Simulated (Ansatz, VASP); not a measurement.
## One calculation of Si, two programs

File INCAR:

```
SYSTEM = Si
PREC     = Accurate       ! precision mode
ENCUT    = 520            ! plane-wave cutoff, eV
EDIFF    = 1E-7           ! SCF threshold, eV
ISMEAR   = 0              ! smearing method
SIGMA    = 0.15           ! smearing width, eV
LREAL    = .False.        ! projectors in reciprocal space
LASPH    = .True.         ! aspherical terms in the spheres
NELM     = 60             ! most SCF steps
ALGO     = Fast           ! electronic algorithm
ISIF     = 2              ! what is computed and relaxed
LWAVE    = .False.        ! write WAVECAR
LCHARG   = .False.        ! write CHGCAR
NBANDS   = 11             ! bands
```

Contents of KPOINTS:

```
Automatic mesh
0
Gamma
  24 24 14
  0 0 0
```

The input POSCAR:

```
Si
1.0
    2.6510666862      0.0000000000      0.0000000000
   -1.3255333431      2.2958910974      0.0000000000
    0.0000000000      0.0000000000      4.5417424135
Si
2
Direct
    0.3701109823      0.6666666667      0.2500000000
    0.6298890177      0.3333333333      0.7500000000
```

Input for Ansatz:

```yaml
crystal:
  lattice:
    - [2.6510666862, 0.0, 0.0]
    - [-1.3255333431, 2.2958910974, 0.0]
    - [0.0, 0.0, 4.5417424135]
  atoms:
    - { symbol: Si, position: [0.3701109823, 0.6666666667, 0.25] }
    - { symbol: Si, position: [0.6298890177, 0.3333333333, 0.75] }
basis:
  ecutwfc: 420
kpoints:
  mp_grid: { grid: [24, 24, 14] }
hamiltonian:
  xc: lda
scf:
  occupations: { method: gaussian, width: 0.15 }
output:
  forces: true
  stress: true
  eigenvalues: true
```

Change from the starting cell: mode 1 (-109.2 1/cm) frozen in, largest displacement +0.098 Å.

Alike in both runs: task single point; functional LDA; k mesh 24 × 24 × 14; occupations gaussian, width 0.15 eV; no spin polarisation.

|  | VASP | Ansatz |
| --- | --- | --- |
| version | VASP 6.6.1 | Ansatz 0.2.0 |
| potentials or method | VASP PAW LDA potentials, release 64 (Si), cutoff 520 eV | scalar-relativistic, plane waves, PAW |
| valence electrons in the cell | 8 | 8 |

```csv
,VASP,Ansatz,Ansatz less VASP
gap on the k mesh at the Fermi level (eV),none,none,-
pressure (GPa),0.2,0.2,-0.07
"traceless stress, the component that is largest in VASP (GPa)",0.17,0.17,-0.002
rms of the force components (eV/Å),0.068,0.068,-0.0002
```

LDA's correlation is that of Perdew and Zunger in VASP and of Perdew and Wang (1992) in Ansatz. Atom by atom the forces differ by 0.000 eV/Å (rms over components). A gap of «none» marks a metal or a gap that the smearing closes.
